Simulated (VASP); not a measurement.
# Lu3Zn2Ge (P6/mmm) in VASP: single point with PBE

Aim: the single point of Lu3Zn2Ge with PBE.

Program: VASP 6.6.1. These are calculated values, not measurements. Logs are shortened: lines on timing, memory, paths and dates and some standing lists are left out, and cuts for length are marked.

### 1 The cell of the first run

It takes space group P6/mmm (No. 191, hexagonal). The conventional cell has a = 6.483 Å, b = 6.483 Å, c = 4.398 Å, α = 90.00°, β = 90.00°, γ = 120.00°. Lu (site symmetry mmm) has 4 Zn at 2.89 Å and 4 Lu at 3.24 Å and 4 Ge at 3.92 Å within 4.0 Å. Zn (site symmetry -6m2) has 6 Lu at 2.89 Å and 3 Zn at 3.74 Å and 3 Ge at 3.74 Å within 3.8 Å. Within 4.9 Å of Ge (site symmetry 6/mmm) lie 6 Zn at 3.74 Å and 12 Lu at 3.92 Å and 2 Ge at 4.40 Å.

The cell was generated, and may not be a known phase.

### 2 Single point, PBE

INCAR reads:

```
SYSTEM = Lu3Zn2Ge
PREC     = Accurate       ! precision mode
ENCUT    = 520            ! plane-wave cutoff, eV
EDIFF    = 1E-6           ! SCF threshold, eV
ISMEAR   = 0              ! smearing method
SIGMA    = 0.1            ! smearing width, eV
LREAL    = .False.        ! projectors in reciprocal space
LASPH    = .True.         ! aspherical terms in the spheres
NELM     = 100            ! most SCF steps
ALGO     = Fast           ! electronic algorithm
ISIF     = 2              ! what is computed and relaxed
LWAVE    = .False.        ! write WAVECAR
LCHARG   = .True.         ! write CHGCAR
GGA      = PE             ! functional
LELF     = .True.         ! ELF
LVHAR    = .True.       
NBANDS   = 66             ! bands
```

KPOINTS reads:

```
Automatic mesh
0
Gamma
  3 3 6
  0 0 0
```

POSCAR reads:

```
Lu3Zn2Ge
1.0
    6.4832790436      0.0000000030      0.0000000000
   -3.2416395244      5.6146843501      0.0000000000
    0.0000000000      0.0000000000      4.3983387463
Lu Zn Ge
3 2 1
Direct
    0.5000000000      0.0000000000      0.5000000000
    0.0000000000      0.5000000000      0.5000000000
    0.5000000000      0.5000000000      0.5000000000
    0.6666666667      0.3333333333      0.0000000000
    0.3333333333      0.6666666667      0.0000000000
    0.0000000000      0.0000000000      0.0000000000
```

Potentials or basis: VASP PAW PBE potentials, release 64 (Lu, Zn, Ge_d).

Command:

```
$ cat potpaw_PBE.64/Lu/POTCAR potpaw_PBE.64/Zn/POTCAR potpaw_PBE.64/Ge_d/POTCAR > POTCAR
$ mpirun -np 1 vasp_std > vasp.out
```

OUTCAR:

```text
SYSTEM = Lu3Zn2Ge
   PREC = Accurate
   ENCUT = 520
   EDIFF = 1E-6
   ISMEAR = 0
   LREAL = .False.
   LASPH = .True.
   NELM = 100
   ISIF = 2
   GGA = PE

 ion  position               nearest neighbor table
   1  0.500  0.000  0.500-   4 2.89   5 2.89   4 2.89   5 2.89   2 3.24   2 3.24   3 3.24   3 3.24

   2  0.000  0.500  0.500-   4 2.89   5 2.89   4 2.89   5 2.89   3 3.24   3 3.24   1 3.24   1 3.24

   3  0.500  0.500  0.500-   4 2.89   5 2.89   4 2.89   5 2.89   2 3.24   2 3.24   1 3.24   1 3.24

   4  0.667  0.333  0.000-   2 2.89   2 2.89   1 2.89   1 2.89   3 2.89   3 2.89
   5  0.333  0.667  0.000-   2 2.89   2 2.89   1 2.89   1 2.89   3 2.89   3 2.89
   6  0.000  0.000  0.000-

  LATTYP: Found a hexagonal cell.
 ALAT       =     6.4832790436
 C/A-ratio  =     0.6784126854

  Lattice vectors:

 A1 = (   6.4832790436,   0.0000000030,   0.0000000000)
 A2 = (  -3.2416395244,   5.6146843501,   0.0000000000)
 A3 = (   0.0000000000,   0.0000000000,   4.3983387463)

Analysis of symmetry for initial positions (statically):
=====================================================================
 Subroutine PRICEL returns:
 Original cell was already a primitive cell.

 Routine SETGRP: Setting up the symmetry group for a
 hexagonal supercell.

 Subroutine GETGRP returns: Found 24 space group operations
 (whereof 24 operations were pure point group operations)
 out of a pool of 24 trial point group operations.

The static configuration has the point symmetry D_6h.

Analysis of symmetry for dynamics (positions and initial velocities):
=====================================================================
 Subroutine PRICEL returns:
 Original cell was already a primitive cell.

 Routine SETGRP: Setting up the symmetry group for a
 hexagonal supercell.

 Subroutine GETGRP returns: Found 24 space group operations
 (whereof 24 operations were pure point group operations)
 out of a pool of 24 trial point group operations.

The dynamic configuration has the point symmetry D_6h.

 Subroutine INISYM returns: Found 24 space group operations
 (whereof 24 operations are pure point group operations),
 and found     1 'primitive' translations

----------------------------------------------------------------------------------------

                                     Primitive cell

  volume of cell :     160.1064

  direct lattice vectors                    reciprocal lattice vectors
     6.483279044  0.000000003  0.000000000     0.154242937  0.089052201  0.000000000
    -3.241639524  5.614684350  0.000000000    -0.000000000  0.178104402  0.000000000
     0.000000000  0.000000000  4.398338746     0.000000000  0.000000000  0.227358568

  length of vectors
     6.483279044  6.483279044  4.398338746     0.178104402  0.178104402  0.227358568

  position of ions in fractional coordinates (direct lattice)
     0.500000000  0.000000000  0.500000000
     0.000000000  0.500000000  0.500000000
     0.500000000  0.500000000  0.500000000
     0.666666667  0.333333333  0.000000000
     0.333333333  0.666666667  0.000000000
     0.000000000  0.000000000  0.000000000

  ion indices of the primitive-cell ions
   primitive index   ion index
                 1           1
                 2           2
                 3           3
                 4           4
                 5           5
                 6           6

----------------------------------------------------------------------------------------

 KPOINTS: Automatic mesh

Automatic generation of k-mesh.
 Grid dimensions read from file:
 generate k-points for:    3    3    6

 Generating k-lattice:

  Cartesian coordinates                     Fractional coordinates (reciprocal lattice)
     0.051414312  0.029684067  0.000000000     0.333333333  0.000000000  0.000000000
    -0.000000000  0.059368134  0.000000000     0.000000000  0.333333333  0.000000000
     0.000000000  0.000000000  0.037893095     0.000000000  0.000000000  0.166666667

  Length of vectors
     0.059368134  0.059368134  0.037893095

  Shift w.r.t. Gamma in fractional coordinates (k-lattice)
     0.000000000  0.000000000  0.000000000

 Subroutine IBZKPT returns following result:
 ===========================================

 Found     12 irreducible k-points:

 Following reciprocal coordinates:
            Coordinates               Weight
  0.000000  0.000000  0.000000      1.000000
  0.333333 -0.000000  0.000000      6.000000
  0.333333  0.333333  0.000000      2.000000
  0.000000  0.000000  0.166667      2.000000
  0.333333 -0.000000  0.166667     12.000000
  0.333333  0.333333  0.166667      4.000000
  0.000000  0.000000  0.333333      2.000000
  0.333333 -0.000000  0.333333     12.000000
  0.333333  0.333333  0.333333      4.000000
  0.000000  0.000000  0.500000      1.000000
  0.333333 -0.000000  0.500000      6.000000
  0.333333  0.333333  0.500000      2.000000
   k-points           NKPTS =     12   k-points in BZ     NKDIM =     12   number of bands    NBANDS=     66
   number of dos      NEDOS =    301   number of ions     NIONS =      6
   total plane-waves  NPLWV =  82944
   dimension x,y,z NGX =    48 NGY =   48 NGZ =   36
   dimension x,y,z NGXF=    96 NGYF=   96 NGZF=   72
   ions per type =               3   2   1
   NGX,Y,Z   is equivalent  to a cutoff of  12.31, 12.31, 13.61 a.u.
   NGXF,Y,Z  is equivalent  to a cutoff of  24.62, 24.62, 27.21 a.u.
 SYSTEM =  Lu3Zn2Ge
   PREC   = accura    normal or accurate (medium, high low for compatibility)
   ISTART =      0    job   : 0-new  1-cont  2-samecut
   ICHARG =      2    charge: 1-file 2-atom 10-const
   ISPIN  =      1    spin polarized calculation?
   LNONCOLLINEAR =      F non collinear calculations
   LSORBIT =      F    spin-orbit coupling
   LASPH  =      T    aspherical Exc in radial PAW
   ENCUT  =  520.0 eV  38.22 Ry    6.18 a.u.  12.05 12.05  8.18*2*pi/ulx,y,z
   NELM   =    100;   NELMIN=  2; NELMDL= -5     # of ELM steps
   EDIFF  = 0.1E-05   stopping-criterion for ELM
   LREAL  =      F    real-space projection
   EDIFFG = 0.1E-04   stopping-criterion for IOM
   NSW    =      0    number of steps for IOM
   IBRION =     -1    ionic relax: 0-MD 1-quasi-New 2-CG
   NFREE  =      0    steps in history (QN), initial steepest desc. (CG)
   ISIF   =      2    stress and relaxation
   ISYM   =      2    0-nonsym 1-usesym 2-fastsym
   POTIM  = 0.5000    time-step for ionic-motion
   TEBEG  =    0.0;   TEEND  =   0.0 temperature during run
   PSTRESS=    0.0 pullay stress
   NELECT =     113.0000    total number of electrons
   NUPDOWN=      -1.0000    fix difference up-down
   EMIN   =  10.00;   EMAX   =-10.00  energy-range for DOS
   EFERMI =   0.00;   METHOD = LEGACY
   ISMEAR =     0;   SIGMA  =   0.10  broadening in eV -4-tet -1-fermi 0-gaus
   EFERMI_NEDOS =   21; number of points for ismear=-14 and -15
   IALGO  =     68    algorithm
   IMIX   =      4    mixing-type and parameters
     AMIX     =   0.40;   BMIX     =  1.00
     AMIX_MAG =   1.60;   BMIX_MAG =  1.00
  volume/ion in A,a.u.               =      26.68       180.08
  Fermi-wavevector in a.u.,A,eV,Ry     =   1.457577  2.754420 28.905981  2.124530
  Thomas-Fermi vector in A             =   2.574362
   LORBIT       =      0    0 simple, 1 ext, 2 COOP (PROOUT), +10 PAW based schemes
   GGA     = PE    functional components
   LHFCALC =     F    Hartree Fock is set to
   AEXX    =    0.0000 exact exchange contribution
   IVDW    =     0    specifies the selected vdW correction
   LEPSILON=     F    determine dielectric tensor
   LRPA    =     F    only Hartree local field effects (RPA)
 non-spin polarized calculation
 RMM-DIIS sequential band-by-band and
 Gauss-broadening in eV      SIGMA  =   0.10
  energy-cutoff  :      520.00
  volume of cell :      160.11
 maximum number of plane-waves:      4326
   NGX = 25   NGY = 25   NGZ = 17

 number of electron     113.0000013 magnetization

 Free energy of the ion-electron system (eV)
  ---------------------------------------------------
  ext. energy  EPLUGINS =         0.00000000
  ---------------------------------------------------
  free energy    TOTEN  =       -18.74086724 eV

  energy without entropy =      -18.70292183  energy(sigma->0) =      -18.72189454

 E-fermi :   2.1088     XC(G=0): -10.0720

 val. band max:        2.0901187522   @ k =   0.3333  -0.0000   0.0000
 cond. band min:       2.1146508605   @ k =   0.3333  -0.0000   0.1667
 fundamental gap:      0.0245321082
 Fermi energy:         2.1088387710

 k-point     1 :       0.0000    0.0000    0.0000
  band No.  band energies     occupation
      1     -54.5695      2.00000
      2     -54.5353      2.00000
      3     -54.5353      2.00000
      4     -25.4917      2.00000
      5     -25.4601      2.00000
      6     -25.4601      2.00000
[... 58 lines left out ...]
     65       6.1048      0.00000
     66       6.5776      0.00000

 k-point     2 :       0.3333   -0.0000    0.0000
  band No.  band energies     occupation
      1     -54.5623      2.00000
      2     -54.5426      2.00000
      3     -54.5354      2.00000
      4     -25.4654      2.00000
      5     -25.3901      2.00000
      6     -25.3527      2.00000
[... 58 lines left out ...]
     65       5.4784      0.00000
     66       5.5826      0.00000

 k-point     3 :       0.3333    0.3333    0.0000
  band No.  band energies     occupation
      1     -54.5524      2.00000
      2     -54.5524      2.00000
      3     -54.5354      2.00000
      4     -25.4171      2.00000
      5     -25.3484      2.00000
      6     -25.3484      2.00000
[... 58 lines left out ...]
     65       4.9075      0.00000
     66       5.8104      0.00000

 k-point     4 :       0.0000    0.0000    0.1667
  band No.  band energies     occupation
      1     -54.5694      2.00000
      2     -54.5353      2.00000
      3     -54.5353      2.00000
      4     -25.4900      2.00000
      5     -25.4597      2.00000
      6     -25.4597      2.00000
[... 58 lines left out ...]
     65       6.1128      0.00000
     66       6.1171      0.00000

 k-point     5 :       0.3333   -0.0000    0.1667
  band No.  band energies     occupation
      1     -54.5622      2.00000
      2     -54.5425      2.00000
      3     -54.5353      2.00000
      4     -25.4648      2.00000
      5     -25.3897      2.00000
      6     -25.3515      2.00000
[... 58 lines left out ...]
     65       5.3855      0.00000
     66       5.5856      0.00000

 k-point     6 :       0.3333    0.3333    0.1667
  band No.  band energies     occupation
      1     -54.5524      2.00000
      2     -54.5524      2.00000
      3     -54.5353      2.00000
      4     -25.4167      2.00000
      5     -25.3479      2.00000
      6     -25.3479      2.00000
[... 58 lines left out ...]
     65       4.3982      0.00000
     66       5.5266      0.00000

 k-point     7 :       0.0000    0.0000    0.3333
  band No.  band energies     occupation
      1     -54.5692      2.00000
      2     -54.5352      2.00000
      3     -54.5352      2.00000
      4     -25.4865      2.00000
      5     -25.4589      2.00000
      6     -25.4589      2.00000
[... 58 lines left out ...]
     65       5.4125      0.00000
     66       5.4138      0.00000

 k-point     8 :       0.3333   -0.0000    0.3333
  band No.  band energies     occupation
      1     -54.5621      2.00000
      2     -54.5424      2.00000
      3     -54.5352      2.00000
      4     -25.4634      2.00000
      5     -25.3890      2.00000
      6     -25.3490      2.00000
[... 58 lines left out ...]
     65       4.6030      0.00000
     66       5.6118      0.00000

 k-point     9 :       0.3333    0.3333    0.3333
  band No.  band energies     occupation
      1     -54.5522      2.00000
      2     -54.5522      2.00000
      3     -54.5352      2.00000
      4     -25.4157      2.00000
      5     -25.3469      2.00000
      6     -25.3469      2.00000
[... 58 lines left out ...]
     65       4.5078      0.00000
     66       4.5081      0.00000

 k-point    10 :       0.0000    0.0000    0.5000
  band No.  band energies     occupation
      1     -54.5692      2.00000
      2     -54.5351      2.00000
      3     -54.5351      2.00000
      4     -25.4847      2.00000
      5     -25.4585      2.00000
      6     -25.4585      2.00000
[... 58 lines left out ...]
     65       4.9693      0.00000
     66       5.8133      0.00000

 k-point    11 :       0.3333   -0.0000    0.5000
  band No.  band energies     occupation
      1     -54.5620      2.00000
      2     -54.5423      2.00000
      3     -54.5351      2.00000
      4     -25.4628      2.00000
      5     -25.3886      2.00000
      6     -25.3478      2.00000
[... 58 lines left out ...]
     65       4.9639      0.00000
     66       5.6959      0.00000

 k-point    12 :       0.3333    0.3333    0.5000
  band No.  band energies     occupation
      1     -54.5522      2.00000
      2     -54.5522      2.00000
      3     -54.5351      2.00000
      4     -25.4152      2.00000
      5     -25.3464      2.00000
      6     -25.3463      2.00000
[... 58 lines left out ...]
     65       5.0924      0.00000
     66       5.3334      0.00000

------------------------ aborting loop because EDIFF is reached ----------------------------------------

  FORCE on cell =-STRESS in cart. coord.  units (eV):
  Direction    XX          YY          ZZ          XY          YZ          ZX
  --------------------------------------------------------------------------------------
  -------------------------------------------------------------------------------------
  Total        0.0954723      0.0954723     -0.2315337     -0.0000000      0.0000000      0.0000000
  in kB        0.9553865      0.9553865     -2.3169468     -0.0000000      0.0000000      0.0000000
  external PRESSURE =      -0.1353913 kB  Pullay stress =       0.0000000 kB

 VOLUME and BASIS-vectors are now :
 -----------------------------------------------------------------------------
  energy-cutoff  :      520.00
  volume of cell :      160.11
      direct lattice vectors                 reciprocal lattice vectors
     6.483279044  0.000000003  0.000000000     0.154242937  0.089052201  0.000000000
    -3.241639524  5.614684350  0.000000000    -0.000000000  0.178104402  0.000000000
     0.000000000  0.000000000  4.398338746     0.000000000  0.000000000  0.227358568

 POSITION                                       TOTAL-FORCE (eV/Angst)
 -----------------------------------------------------------------------------------
      3.24164      0.00000      2.19917        -0.000000      0.000000      0.000000
     -1.62082      2.80734      2.19917        -0.000000      0.000000      0.000000
      1.62082      2.80734      2.19917        -0.000000      0.000000      0.000000
      3.24164      1.87156      0.00000         0.000000      0.000000      0.000000
     -0.00000      3.74312      0.00000         0.000000     -0.000000     -0.000000
      0.00000      0.00000      0.00000        -0.000000      0.000000      0.000000
 -----------------------------------------------------------------------------------
    total drift:                               -0.000000      0.000000     -0.000000

  FREE ENERGIE OF THE ION-ELECTRON SYSTEM (eV)
  ---------------------------------------------------
  free  energy   TOTEN  =       -18.7408672412 eV

  energy  without entropy=      -18.7029218342  energy(sigma->0) =      -18.72189454
```

It took 11 min on 1 thread of Intel Xeon Platinum 8375C at 2.90GHz (Ice Lake), shared host; peak memory 0.35 GiB.

Results:

```
Free energy            : -18.7409 eV
Pressure               : 0.0 GPa
Band gap on the k mesh : zero (an odd number of electrons rules out a gap without spin polarisation)
```

Stress tensor (GPa, compression positive):
```
 0.10  0.00  0.00
 0.00  0.10  0.00
 0.00  0.00 -0.23
```

Levels at points of the mesh, in eV from the Fermi level:
```
           k point  band 54  band 55  band 56  band 57  band 58  band 59  band 60  band 61
(0.00, 0.00, 0.00)    -1.28    -1.28    -1.25    -0.93     0.29     0.63     0.63     0.67
(0.00, 0.00, 0.50)    -1.71    -1.71    -0.35    -0.35     0.54     0.54     0.63     2.23
```

Caveat: the k points lie up to 0.37 Å⁻¹ apart, too coarse for converged energies and pressures of a metal; spin-orbit coupling is left out, which moves the levels of the heavy elements.

The gap in the log of VASP goes by the Fermi energy; the results here count the filled bands.